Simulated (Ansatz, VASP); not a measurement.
## One calculation of KCl, two programs

```
CELL_PARAMETERS angstrom
0.00000 3.24505 2.98545
3.24505 0.00000 2.98545
3.24505 3.24505 0.00000
ATOMIC_POSITIONS crystal
K 0.00000 0.00000 0.00000
Cl 0.50000 0.50000 0.50000
```

Alike in both runs: task single point; functional r2SCAN; k mesh 8 × 8 × 8; occupations gaussian, width 0.05 eV; no spin polarisation.

```csv
,VASP,Ansatz
version,VASP 6.6.1,Ansatz 0.2.0
potentials or method,"VASP PAW PBE potentials, release 64 (K_sv, Cl), cutoff 520 eV","scalar-relativistic, plane waves, PAW"
valence electrons in the cell,16,16
```

Ansatz gave:

- gap on the k mesh at the Fermi level (eV): 5.71
- least direct gap on the mesh (eV): 5.71
- pressure (GPa): 0.3
- traceless stress, the component that is largest in VASP (GPa): 2.57

**Question.** What did VASP give for the same quantities?

**Answer.** gap on the k mesh at the Fermi level (eV): 5.71; least direct gap on the mesh (eV): 5.71; pressure (GPa): 0.2; traceless stress, the component that is largest in VASP (GPa): 2.61.

VASP's potentials were made for PBE, not for r2SCAN. With one functional, cell and mesh, what is left measures potentials, basis and numerics.
